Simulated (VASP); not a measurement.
A run of VASP 6.6.1 is set up as follows.

The input INCAR:

```
SYSTEM = LuN3O6
  PREC = Accurate
  ENCUT = 520
  EDIFF = 1E-7
  ISMEAR = 0
  SIGMA = 0.01
  LREAL = .False.
  LASPH = .True.
  NELM = 100
  ALGO = Normal
  ISIF = 2
  LWAVE = .False.
  LCHARG = .True.
  GGA = PE
  LELF = .True.
  LVHAR = .True.
  NBANDS = 49
```

Contents of KPOINTS:

```
Automatic mesh
0
Gamma
  1 1 1
  0 0 0
```

File POSCAR:

```
LuN3O6
1.0
   13.1200000000      0.0000000000      0.0000000000
    0.0000000000     13.7600000000      0.0000000000
    0.0000000000      0.0000000000     11.0700000000
Lu O N
1 6 3
Direct
    0.4476791200      0.4999309600      0.5000198700
    0.6032080800      0.5121010200      0.5935365900
    0.6032080800      0.4877601700      0.4065040700
    0.3588605200      0.6222732600      0.5935365900
    0.3809687500      0.6344433100      0.4065040700
    0.3809679900      0.3654186000      0.5935365900
    0.3588605200      0.3775886600      0.4065040700
    0.6570602100      0.4999302300      0.5000198700
    0.3429885700      0.6728270300      0.5000198700
    0.3429878000      0.3270348800      0.5000198700
```

Potentials or basis: VASP PAW PBE potentials, release 64 (Lu, O, N).

Run with:

```bash
$ cat potpaw_PBE.64/Lu/POTCAR potpaw_PBE.64/O/POTCAR potpaw_PBE.64/N/POTCAR > POTCAR
$ mpirun -np 1 vasp_gam > vasp.out
```

**Question.** Estimate the largest force.

**Answer.** 1.424 eV/Å.

**Question.** What does it give for the gap between the frontier levels?

**Answer.** 2.79 eV.

Forces on the atoms (eV/Å):
```
Lu  -0.011  0.000  0.000
O   -0.644  0.185  1.253
O   -0.644 -0.185 -1.253
O    0.167 -0.655  1.252
O    0.484 -0.471 -1.253
O    0.484  0.471  1.253
O    0.167  0.655 -1.252
N    1.139  0.000  0.000
N   -0.571  0.989  0.001
N   -0.571 -0.989 -0.001
```

Caveat: spin-orbit coupling is left out, which moves the levels of the heavy elements.
